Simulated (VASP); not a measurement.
# H2C3O in VASP: notebook, part 2 of 2

VASP 6.6.1. The steps go on from the part before.

**3. Single point, LDA**

Contents of INCAR:

```
PREC = Accurate ; ENCUT = 910
EDIFF = 1E-6 ; ISMEAR = -1
SIGMA = 0.02 ; LREAL = Auto
LASPH = T ; NELM = 120
ALGO = Normal ; ISIF = 2
LWAVE = F ; LCHARG = T
GGA = CA ; LELF = T
LVHAR = T ; NBANDS = 84
GGA_COMPAT = F
```

Contents of KPOINTS:

```
regular mesh
0
Gamma
  1 1 1
```

Contents of POSCAR:

```
H2C3O
1.0
    9.1577140000      0.0000000000      0.0000000000
    0.0000000000      9.1577140000      0.0000000000
    0.0000000000      0.0000000000      9.1577140000
C H O
18 12 6
Direct
    0.9397650986      0.1709706156      0.2101397794
    0.9369041226      0.1558904329      0.0783055684
    0.6762386334      0.9092553011      0.1798483770
    0.5493073927      0.9205354087      0.2171175033
    0.8877106230      0.9437835687      0.4951017252
    0.8370101971      1.0128728632      0.5942967863
    0.1844128349      0.0499797220      0.7807843748
    0.2928569291      0.0540309514      0.8538375407
    0.9865453322      0.3334238217      0.7311868442
    0.8874267093      0.4057890430      0.6848761601
    1.0125125113      0.6338372218      0.3943888180
    0.9566252014      0.5729923428      0.2893516875
    0.3634203907      0.4375764519      0.7934185322
    0.3053491297      0.1911394044      0.2534366109
    0.7742325213      0.5422532304      0.9709628407
    0.6521496522      0.1675418123      0.8989470516
    0.0372145276      0.7215446999      0.7517269048
    0.5663858906      0.7996646325      0.6283882637
    0.9489595329      0.1379492742     -0.0379570709
    0.9263665583      0.1902330647      0.3246552579
    0.4444777376      0.9654046851      0.2659506510
    0.7977209159      0.9091897825      0.1480609681
    0.7843551349      1.0817874417      0.6801588257
    0.9438927663      0.8705010879      0.4154530268
    0.3897588416      0.0536924390      0.9210923163
    0.0916495099      0.0386013365      0.7122410680
    0.7814395601      0.4398150019      0.6590400181
    1.0915824626      0.2886965022      0.7615546849
    0.9667696545      0.5454090399      0.1778609815
    1.0201126613      0.6702655270      0.5041214434
    0.3274070363      0.5099089139      0.8825564983
    0.2798624198      0.3067250189      0.2888493788
    0.6627308955      0.5639835444      0.9187008898
    0.5722934785      0.2254383572      0.9750905084
    0.0393657194      0.7070978631      0.8781012379
    0.4870211059      0.8770747809      0.5728940650
```

Potentials or basis: VASP PAW LDA potentials, release 64 (C_h, H_h, O_h).

Command:

```sh
> cat potpaw_LDA.64/C_h/POTCAR potpaw_LDA.64/H_h/POTCAR potpaw_LDA.64/O_h/POTCAR > POTCAR
> mpirun -np 1 vasp_gam > vasp.out
```

OUTCAR:

```text
PREC = Accurate
   ENCUT = 910
   EDIFF = 1E-6
   ISMEAR = -1
   LREAL = Auto
   LASPH = T
   NELM = 120
   ISIF = 2
   GGA = CA

 ion  position               nearest neighbor table
   1  0.940  0.171  0.210-  20 1.07   2 1.22
   2  0.937  0.156  0.078-  19 1.08   1 1.22
   3  0.676  0.909  0.180-  22 1.15   4 1.22
   4  0.549  0.921  0.217-  21 1.14   3 1.22
   5  0.888  0.944  0.495-  24 1.12   6 1.20
   6  0.837  0.013  0.594-  23 1.12   5 1.20
   7  0.184  0.050  0.781-  26 1.06   8 1.20
   8  0.293  0.054  0.854-  25 1.08   7 1.20
   9  0.987  0.333  0.731-  28 1.08  10 1.20
  10  0.887  0.406  0.685-  27 1.05   9 1.20
  11  0.013  0.634  0.394-  30 1.06  12 1.22
  12  0.957  0.573  0.289-  29 1.06  11 1.22
  13  0.363  0.438  0.793-  31 1.10
  14  0.305  0.191  0.253-  32 1.13
  15  0.774  0.542  0.971-  33 1.15
  16  0.652  0.168  0.899-  34 1.14
  17  0.037  0.722  0.752-  35 1.17
[... 17 lines left out ...]
  35  0.039  0.707  0.878-  17 1.17
  36  0.487  0.877  0.573-  18 1.14

  LATTYP: Found a simple cubic cell.
 ALAT       =     9.1577140000

  Lattice vectors:

 A1 = (   9.1577140000,   0.0000000000,   0.0000000000)
[... 226 lines left out ...]
 Fermi energy:        -3.6352973797

 k-point     1 :       0.0000    0.0000    0.0000
  band No.  band energies     occupation
      1     -26.8266      2.00000
      2     -26.5644      2.00000
      3     -26.3037      2.00000
      4     -26.1443      2.00000
      5     -26.0764      2.00000
      6     -25.9299      2.00000
[... 64 lines left out ...]
     71       0.8419      0.00000
     72       0.9311      0.00000
 [bands above 72 left out]

------------------------ aborting loop because EDIFF is reached ----------------------------------------

  FORCE on cell =-STRESS in cart. coord.  units (eV):
  Direction    XX          YY          ZZ          XY          YZ          ZX
  --------------------------------------------------------------------------------------
  -------------------------------------------------------------------------------------
  Total       -6.6872153     -2.2147660     -5.4409566      0.7482612      1.3464127      1.8377296
  in kB      -13.9506570     -4.6203747    -11.3507516      1.5609987      2.8088435      3.8338134
  external PRESSURE =      -9.9739278 kB  Pullay stress =       0.0000000 kB

 VOLUME and BASIS-vectors are now :
 -----------------------------------------------------------------------------
  energy-cutoff  :      910.00
  volume of cell :      768.00
      direct lattice vectors                 reciprocal lattice vectors
     9.157714000  0.000000000  0.000000000     0.109197557  0.000000000  0.000000000
     0.000000000  9.157714000  0.000000000     0.000000000  0.109197557  0.000000000
     0.000000000  0.000000000  9.157714000     0.000000000  0.000000000  0.109197557

 POSITION                                       TOTAL-FORCE (eV/Angst)
 -----------------------------------------------------------------------------------
      8.60610      1.56570      1.92440        -0.292289      0.010892     -1.359711
      8.57990      1.42760      0.71710         0.360356     -0.012029      0.814692
      6.19280      8.32670      1.64700         1.181474      0.054984     -0.311779
      5.03040      8.43000      1.98830        -0.337234      0.979408      0.614211
      8.12940      8.64290      4.53400         1.006694     -1.039166     -0.981794
      7.66510      0.11789      5.44240        -0.831847      1.161345      1.227916
[... 28 lines left out ...]
      0.36050      6.47540      8.04140        -0.091170      0.517203     -3.848448
      4.46000      8.03200      5.24640         0.531513     -0.518930      0.371301
 -----------------------------------------------------------------------------------
    total drift:                                0.005040     -0.000191     -0.003061

  FREE ENERGIE OF THE ION-ELECTRON SYSTEM (eV)
  ---------------------------------------------------
  free  energy   TOTEN  =      -239.9248872126 eV

  energy  without entropy=     -239.9248872125  energy(sigma->0) =     -239.92488721
```

Wall time 3.5 min (1 thread of Intel Xeon Platinum 8375C at 2.90GHz (Ice Lake), shared host); peak memory 0.86 GiB.

Results:

```yaml
Free_energy: -239.9249 eV
Pressure: -1.0 GPa
Largest_force: 3.885 eV/Å
Band_gap_on_the_k_mesh: 4.04 eV
```

Forces on the atoms (eV/Å):
```
C   -0.292  0.011 -1.360
C    0.360 -0.012  0.815
C    1.181  0.055 -0.312
C   -0.337  0.979  0.614
C    1.007 -1.039 -0.982
C   -0.832  1.161  1.228
C    0.124 -0.130  0.009
C    0.534 -0.015  0.449
C    0.993  0.183  0.003
C    0.111 -0.693  0.381
C   -1.435 -1.023 -0.749
C    1.632  1.178  0.976
C    1.020 -2.028 -2.467
C   -0.161  0.517  0.182
C   -1.631  0.328 -0.691
C   -0.877  0.717  0.942
C    0.116 -0.520  3.849
C   -0.524  0.504 -0.374
H   -0.053  0.077  0.155
H    0.064 -0.033  0.374
H    1.252 -0.921 -0.853
H   -2.105 -0.140  0.487
H    0.510 -0.690 -0.768
H   -0.691  0.729  0.592
H   -0.155  0.025 -0.002
H   -0.672 -0.049 -0.510
H   -1.035  0.749 -0.514
H   -0.072 -0.161  0.090
H   -0.615 -0.635 -1.049
H    0.459  0.346  0.862
O   -1.031  2.022  2.478
O    0.117 -0.511 -0.187
O    1.604 -0.324  0.748
O    0.997 -0.654 -0.938
O   -0.091  0.517 -3.848
O    0.532 -0.519  0.371
```

Stress tensor (GPa, compression positive):
```
-1.40  0.16  0.38
 0.16 -0.46  0.28
 0.38  0.28 -1.14
```

Caveat: the k points lie up to 0.69 Å⁻¹ apart; the cutoff is under 1.25 times the usual one of these potentials, so pressure, stress and relaxed cells hold a basis-set (Pulay) error; the atoms stand as in a frame of molecular dynamics.

**4. Single point, LDA**

Contents of INCAR:

```
SYSTEM = H2C3O
PREC = Accurate
ENCUT = 910
EDIFF = 1E-6
ISMEAR = -1
SIGMA = 0.02
LREAL = Auto
LASPH = .True.
NELM = 120
ALGO = Normal
ISIF = 2
LWAVE = .False.
LCHARG = .False.
GGA = CA
NBANDS = 84
GGA_COMPAT = .False.
```

Contents of KPOINTS:

```
regular mesh
0
Gamma
  1 1 1
  0 0 0
```

Contents of POSCAR:

```
H2C3O
1.0
    9.1577140000      0.0000000000      0.0000000000
    0.0000000000      9.1577140000      0.0000000000
    0.0000000000      0.0000000000      9.1577140000
C H O
18 12 6
Direct
    0.9464370693      0.1847841066      0.2090478039
    0.9730157548      0.1315393776      0.0911581209
    0.6710080704      0.9101179618      0.1594939523
    0.5601179508      0.9336391156      0.2330931060
    0.8862036967      0.9598356096      0.4989127199
    0.8542415716      1.0380756595      0.6010342756
    0.2288890000      0.0484837155      0.7364283270
    0.2449956397      0.0510389383      0.8654670805
    0.9868074063      0.3378026438      0.7206820392
    0.8823927019      0.3971405964      0.6698833355
    0.9750031503      0.6076734871      0.4012245851
    0.9860867024      0.5880070070      0.2711484547
    0.3684107191      0.4167852370      0.8090447026
    0.2820900500      0.1913141205      0.2646402803
    0.7614127281      0.5257534795      0.9909569135
    0.6133190008      0.1797937782      0.8776098489
    0.0241544997      0.6930768967      0.7619696357
    0.5488269234      0.7981904654      0.6255382075
    1.0019203482      0.0878494349     -0.0154186951
    0.9253947000      0.2260171043      0.3191844602
    0.4599837907      0.9389679564      0.2877137242
    0.7682266557      0.9021902191      0.1024491483
    0.8223449651      1.1059637809      0.6884796795
    0.9068092758      0.8919147289      0.4071430927
    0.2508813881      0.0541838280      0.9835969981
    0.2169864663      0.0466819558      0.6160052607
    0.8020014602      0.4645482486      0.6127293340
    1.0720033406      0.2695323309      0.7684341311
    0.9608620667      0.5546689927      0.1581508224
    0.9877574251      0.6349619567      0.5173343479
    0.3347669517      0.5120491861      0.8810932510
    0.2850056248      0.3113222361      0.2900505519
    0.6806065356      0.5692796259      0.9101616408
    0.5810074436      0.2225992207      0.9876700670
    0.0567390508      0.7126996978      0.8773586945
    0.4708161884      0.8857123077      0.5893828962
```

Potentials or basis: VASP PAW LDA potentials, release 64 (C_h, H_h, O_h).

Command:

```sh
> cat potpaw_LDA.64/C_h/POTCAR potpaw_LDA.64/H_h/POTCAR potpaw_LDA.64/O_h/POTCAR > POTCAR
> mpirun -np 1 vasp_gam > vasp.out
```

OUTCAR:

```text
SYSTEM = H2C3O
   PREC = Accurate
   ENCUT = 910
   EDIFF = 1E-6
   ISMEAR = -1
   LREAL = Auto
   LASPH = .True.
   NELM = 120
   ISIF = 2
   GGA = CA

 ion  position               nearest neighbor table
   1  0.946  0.185  0.209-  20 1.09   2 1.21
   2  0.973  0.132  0.091-  19 1.09   1 1.21
   3  0.671  0.910  0.159-  22 1.03   4 1.24
   4  0.560  0.934  0.233-  21 1.05   3 1.24
   5  0.886  0.960  0.499-  24 1.06   6 1.21
   6  0.854  0.038  0.601-  23 1.06   5 1.21
   7  0.229  0.048  0.736-  26 1.11   8 1.19
   8  0.245  0.051  0.865-  25 1.08   7 1.19
   9  0.987  0.338  0.721-  28 1.09  10 1.19
[... 344 lines left out ...]
  Total       -0.8749773     -1.4756249     -1.2041061     -0.0504471     -0.9442206      1.7982307
  in kB       -1.8253500     -3.0784020     -2.5119681     -0.1052411     -1.9698032      3.7514121
  external PRESSURE =      -2.4719067 kB  Pullay stress =       0.0000000 kB

 VOLUME and BASIS-vectors are now :
 -----------------------------------------------------------------------------
  energy-cutoff  :      910.00
  volume of cell :      768.00
      direct lattice vectors                 reciprocal lattice vectors
     9.157714000  0.000000000  0.000000000     0.109197557  0.000000000  0.000000000
     0.000000000  9.157714000  0.000000000     0.000000000  0.109197557  0.000000000
     0.000000000  0.000000000  9.157714000     0.000000000  0.000000000  0.109197557

 POSITION                                       TOTAL-FORCE (eV/Angst)
 -----------------------------------------------------------------------------------
      8.66720      1.69220      1.91440         0.062886     -0.153910      0.078629
      8.91060      1.20460      0.83480        -0.013176      0.195773      0.108597
      6.14490      8.33460      1.46060        -4.090366      0.861779      2.730705
      5.12940      8.55000      2.13460         3.651628     -0.948649     -2.520798
      8.11560      8.78990      4.56890        -0.432000      0.941466      1.150013
      7.82290      0.34869      5.50410         0.458059     -1.184445     -1.374261
[... 28 lines left out ...]
      0.51960      6.52670      8.03460         0.480394      0.307002      1.886639
      4.31160      8.11110      5.39740        -0.334422      0.392722     -0.219545
 -----------------------------------------------------------------------------------
    total drift:                               -0.001335      0.002176      0.001037

  FREE ENERGIE OF THE ION-ELECTRON SYSTEM (eV)
  ---------------------------------------------------
  free  energy   TOTEN  =      -240.4194444531 eV

  energy  without entropy=     -240.4194444531  energy(sigma->0) =     -240.41944445
```

OSZICAR:

```text
N       E                     dE             d eps       ncg     rms          rms(c)
DAV:   1     0.133822438148E+04    0.13382E+04   -0.74053E+04   168   0.191E+03
DAV:   2     0.612026713276E+02   -0.12770E+04   -0.12100E+04   240   0.315E+02
DAV:   3    -0.252359157759E+03   -0.31356E+03   -0.31130E+03   232   0.165E+02
[... 12 lines left out ...]
DAV:  16    -0.240419430124E+03   -0.57354E-04   -0.54617E-05   232   0.325E-02    0.920E-03
DAV:  17    -0.240419437963E+03   -0.78391E-05   -0.11493E-05   232   0.141E-02    0.718E-03
DAV:  18    -0.240419442833E+03   -0.48692E-05   -0.57339E-06   224   0.961E-03    0.230E-03
DAV:  19    -0.240419444184E+03   -0.13515E-05   -0.11314E-06   152   0.465E-03    0.119E-03
DAV:  20    -0.240419444453E+03   -0.26904E-06   -0.35894E-07   120   0.224E-03
   1 F= -.24041944E+03 E0= -.24041944E+03  d E =-.741628E-12
```

stdout:

```text
POSCAR found type information on POSCAR C H O
 POSCAR found :  3 types and      36 ions
 scaLAPACK will be used
 LDA part: xc-table for (Slater(with rela. corr.)+CA(PZ))
 , standard interpolation
 POSCAR, INCAR and KPOINTS ok, starting setup
 FFT: planning ... GRIDC
 FFT: planning ... GRID_SOFT
 FFT: planning ... GRID
 WAVECAR not read
 entering main loop
```

Run time: 3.8 min. Hardware: 1 thread of Intel Xeon Platinum 8488C (Sapphire Rapids), shared host; peak memory 0.86 GiB.

Results:

```
Free energy            : -240.4194 eV
Pressure               : -0.2 GPa
Largest force          : 4.993 eV/Å
Band gap on the k mesh : 4.40 eV
```

Forces on the atoms (eV/Å):
```
C    0.063 -0.154  0.079
C   -0.013  0.196  0.109
C   -4.090  0.862  2.731
C    3.652 -0.949 -2.521
C   -0.432  0.941  1.150
C    0.458 -1.184 -1.374
C   -0.245  0.004 -2.421
C   -0.012  0.085  1.622
C    0.967 -1.025  0.758
C   -1.035  1.197 -0.922
C    0.597  0.394  0.437
C   -0.845 -0.502 -0.550
C   -0.275  0.787  0.516
C    0.038 -0.472 -0.136
C    0.699 -0.290  0.584
C    0.301 -0.327 -0.689
C   -0.499 -0.259 -1.930
C    0.412 -0.405  0.178
H   -0.131  0.101  0.242
H    0.022 -0.141 -0.494
H   -1.083  0.216  0.688
H    1.518 -0.150 -0.873
H   -0.255  0.560  0.695
H    0.190 -0.431 -0.500
H    0.163 -0.033 -0.144
H    0.057 -0.012  1.074
H    0.217 -0.426  0.363
H   -0.117  0.249 -0.147
H    0.401  0.287  0.611
H   -0.157 -0.147 -0.439
O    0.240 -0.743 -0.553
O    0.004  0.453  0.102
O   -0.710  0.320 -0.613
O   -0.247  0.299  0.700
O    0.480  0.307  1.887
O   -0.334  0.393 -0.220
```

Caveat: the k points lie up to 0.69 Å⁻¹ apart; the cutoff is under 1.25 times the usual one of these potentials, so pressure, stress and relaxed cells hold a basis-set (Pulay) error; the atoms stand as in a frame of molecular dynamics.

**5. The runs side by side**

```tsv
cell	gap on the mesh (eV)	pressure (GPa)	largest force (eV/Å)
as given, atomic positions A	4.28	0.4	4.28
as given, atomic positions B	4.04	-1.0	3.89
as given, atomic positions C	4.40	-0.2	4.99
```

Alike in all rows: task single point; level LDA; potentials or basis VASP PAW LDA potentials, release 64 (C_h, H_h, O_h); no spin polarisation; k mesh 1 × 1 × 1; cutoff (eV) 910; smearing fermi-dirac 0.02 eV.

Caveats: all runs use coarse meshes; the cutoff is under 1.25 times the usual one of these potentials, so pressure, stress and relaxed cells hold a basis-set (Pulay) error; the atoms stand as in a frame of molecular dynamics (at least some runs).

Absolute energies hang on the potentials; compare differences alone.
